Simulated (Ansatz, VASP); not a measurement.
# WC in VASP and in Ansatz

Contents of INCAR:

```
SYSTEM = WC
PREC = Accurate
ENCUT = 520
EDIFF = 1E-8
ISMEAR = -1
SIGMA = 0.05
LREAL = .False.
LASPH = .True.
NELM = 100
ALGO = Normal
ISIF = 2
LWAVE = .False.
LCHARG = .False.
GGA = PE
LEFG = .True.
NBANDS = 16
```

The input KPOINTS:

```
Automatic mesh
0
Gamma
  13 13 12
  0 0 0
```

POSCAR

```
WC
1.0
    2.9005014360      0.0217537608      0.0000000000
   -1.4314114086      2.5010310469      0.0000000000
    0.0000000000      0.0000000000      2.8290000000
W C
1 1
Direct
    0.0000000000      0.0000000000      0.0000000000
    0.6666666667      0.3333333333      0.5000000000
```

Input for Ansatz:

```yaml
crystal:
  lattice:
    - [2.900501436, 0.0217537608, 0.0]
    - [-1.4314114086, 2.5010310469, 0.0]
    - [0.0, 0.0, 2.829]
  atoms:
    - { symbol: W, position: [0.0, 0.0, 0.0] }
    - { symbol: C, position: [0.6666666667, 0.3333333333, 0.5] }
kpoints:
  mp_grid: { grid: [13, 13, 12] }
scf:
  occupations: { method: fermi_dirac, width: 0.05 }
hamiltonian:
  xc: pbe
  pseudopotentials: { kind: paw }
output:
  forces: true
  stress: true
  eigenvalues: true
  efg: { contact_densities: true }
```

Change from the starting cell: xy shear strain of +1.5 %, PAW files.

Alike in both runs: task electric field gradients; functional PBE; k mesh 13 × 13 × 12; occupations fermi-dirac, width 0.05 eV; no spin polarisation.

|  | VASP | Ansatz |
| --- | --- | --- |
| version | VASP 6.6.1 | Ansatz 0.2.0 |
| potentials or method | VASP PAW PBE potentials, release 64 (W_sv, C) | PAW with Ansatz's default frozen-core files, scalar-relativistic |
| plane-wave cutoff (eV) | 520 | 420 |
| valence electrons in the cell | 18 | 18 |

|  | VASP | Ansatz | Ansatz less VASP |
| --- | --- | --- | --- |
| pressure (GPa) | 9.6 | 8.5 | -1.18 |
| traceless stress, the component that is largest in VASP (GPa) | -3.74 | -3.72 | +0.012 |
| rms of the force components (eV/Å) | 0.053 | 0.052 | -0.0014 |
| size of Vzz on the site where it differs most (V/Å²) | 143.7 | 139.6 | -4.14 |

Atom by atom the forces differ by 0.001 eV/Å (rms over components). The functional is the same, so the differences come from potentials, cutoffs and numerics.

Spin-orbit coupling is off throughout.
